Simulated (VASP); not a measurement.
**Li2S: single point with PBE**

Li2S:

```xyz
3
Lattice="0.0000 2.8453 2.8453 2.8453 0.0000 2.8453 2.8453 2.8453 0.0000" Properties=species:S:1:pos:R:3 pbc="T T T"
Li    1.4226    1.4226    1.4226
Li    4.2679    4.2679    4.2679
S     0.0000    0.0000    0.0000
```

```
Program                : VASP 6.6.1
Task                   : single point
Functional             : PBE
Potentials or basis    : VASP PAW PBE potentials, release 64 (Li_sv, S)
Cutoff                 : 750 eV
k mesh                 : 6 × 6 × 6
Occupations            : gaussian, width 0.2 eV
Spin                   : no spin polarisation
Dipole correction      : no
Further INCAR settings : ALGO = Normal; EDIFF = 1e-06; NBANDS = 13
```

| Property | Result |
| --- | --- |
| Pressure | 0.2 GPa |
| Band gap on the k mesh | 3.39 eV (least direct gap 4.29 eV) |

Levels at points of the mesh, in eV from the valence-band top:
```
           k point  band 3  band 4  band 5  band 6  band 7  band 8  band 9  band 10
(0.00, 0.00, 0.00)  -11.04    0.00    0.00    0.00    4.29    6.23    6.23     6.23
(0.50, 0.00, 0.00)  -10.60   -2.89   -0.51   -0.51    6.12    6.58    6.58     8.43
(0.50, 0.50, 0.00)  -10.47   -2.17   -1.43   -1.43    3.39    7.09   11.12    11.12
```

It took 32 s on 1 thread of Intel Xeon 8259CL, with other jobs on the host, peak memory 0.19 GiB.

A k mesh can miss the band edges. Expect the measured gap to be larger: semilocal functionals such as PBE lack the derivative discontinuity.
